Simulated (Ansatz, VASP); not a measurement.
# One calculation of TiB2, two programs

```xyz
3
Lattice="2.9936 0.0000 0.0000 -1.4968 2.5926 0.0000 0.0000 0.0000 3.1602" Properties=species:S:1:pos:R:3 pbc="T T T"
Ti    0.0000    0.0000    0.0000
B     0.0000    1.7284    1.5801
B     1.4968    0.8642    1.5801
```

Alike in both runs: functional LDA; k mesh 18 × 18 × 14; occupations gaussian, width 0.1 eV; no spin polarisation.

Ansatz relaxed the structure, and its values are those at the end. VASP's run is a single point on that final structure, the one shown.

```csv
,VASP,Ansatz
version,VASP 6.6.1,Ansatz 0.2.0
potentials or method,"VASP PAW LDA potentials, release 64 (Ti_sv, B), cutoff 520 eV","scalar-relativistic, plane waves, PAW"
valence electrons in the cell,18,18
```

Ansatz gave:

| Property | Result |
| --- | --- |
| gap on the k mesh at the Fermi level (eV) | none |
| pressure (GPa) | 0.0 |

**Question.** Which values does VASP return?

**Answer.** gap on the k mesh at the Fermi level (eV): none; pressure (GPa): 0.6.

Ansatz warns that its potentials were made for another functional, while VASP's fit it. LDA's correlation is that of Perdew and Zunger in VASP and of Perdew and Wang (1992) in Ansatz. A gap of «none» marks a metal or a gap that the smearing closes.
